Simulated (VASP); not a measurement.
Crystal: Al3N.

```xyz
8
Lattice="5.1946 0.0000 0.0000 -2.5973 4.4987 0.0000 0.0000 0.0000 4.6928" Properties=species:S:1:pos:R:3 pbc="T T T"
Al    0.8091    1.4013    1.1732
Al   -0.8091    1.4013    3.5196
Al    3.5765    0.0000    1.1732
Al    1.7882    3.0973    3.5196
Al   -1.7882    3.0973    1.1732
Al    1.6181    0.0000    3.5196
N     0.0000    0.0000    0.0000
N     0.0000    0.0000    2.3464
```

| Quantity | Value |
| --- | --- |
| Program | VASP 6.6.1 |
| Task | relaxation of cell and atoms |
| Functional | PBE |
| Potentials or basis | VASP PAW PBE potentials, release 64 (Al, N) |
| Cutoff | 600 eV |
| k mesh | 6 × 6 × 4 |
| Occupations | gaussian, width 0.1 eV |
| Spin | no spin polarisation |

At the start: pressure 3.5 GPa; volume 13.71 Å³/atom.

Question: Where does the relaxation end?

Answer: Over 7 steps the energy falls by 213.1 meV/atom and the volume is 13.39 Å³/atom (-2.3 %); space group P6_3/mcm (No. 193, to 0.05 Å).

Step by step:
```
step  energy change (eV)  largest force (eV/Å)  pressure (GPa)  volume (Å³)
   1              0.0000                1.0194            3.52       109.67
   2             -1.5397                0.2353           -4.97       113.72
   3             -1.5563                0.1768           -5.43       114.02
   4             -1.5589                0.1551           -5.57       114.12
   5             -1.6858                0.2662            1.26       106.42
   6             -1.6919                0.2507           -0.06       107.68
   7             -1.7045                0.0227            0.00       107.12
```

Final structure:
```xyz
8
Lattice="4.8641 0.0000 0.0000 -2.4320 4.2124 0.0000 0.0000 0.0000 5.2282" Properties=species:S:1:pos:R:3 pbc="T T T"
Al    0.7952    1.3772    1.3071
Al    4.0689    1.3772    3.9212
Al    3.2738    0.0000    1.3071
Al    1.6369    2.8352    3.9212
Al   -1.6369    2.8352    1.3071
Al   -0.8417    4.2124    3.9212
N     0.0000    0.0000    0.0000
N     0.0000    0.0000    2.6141
```
